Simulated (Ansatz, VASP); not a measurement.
One calculation of RbLa2Cl2, two programs

```
Rb La Cl
1.0
    -2.86307    2.86307    6.14957
     2.86307   -2.86307    6.14957
     2.86307    2.86307   -6.14957
Rb La Cl
1 2 2
Direct
  0.00000 0.00000 0.00000
  0.36128 0.36128 0.00000
  0.63872 0.63872 0.00000
  0.50000 0.00000 0.50000
  0.00000 0.50000 0.50000
```

Alike in both runs: functional PBE; k mesh 10 × 10 × 10; occupations gaussian, width 0.1 eV; no spin polarisation.

Ansatz relaxed the structure, and its values are those at the end. VASP's run is a single point on that final structure, the one shown.

|  | VASP | Ansatz |
| --- | --- | --- |
| version | VASP 6.6.1 | Ansatz 0.2.0 |
| potentials or method | VASP PAW PBE potentials, release 64 (Rb_sv, La, Cl), cutoff 520 eV | scalar-relativistic, plane waves, PAW |
| valence electrons in the cell | 45 | 45 |

|  | VASP | Ansatz | Ansatz less VASP |
| --- | --- | --- | --- |
| gap on the k mesh at the Fermi level (eV) | none | none | - |
| pressure (GPa) | 0.0 | 0.0 | +0.02 |
| rms of the force components (eV/Å) | 0.004 | 0.001 | -0.0030 |

A gap of «none» marks a metal or a gap that the smearing closes. The functional is the same, so the differences come from potentials, cutoffs and numerics.

Spin-orbit coupling is off throughout.
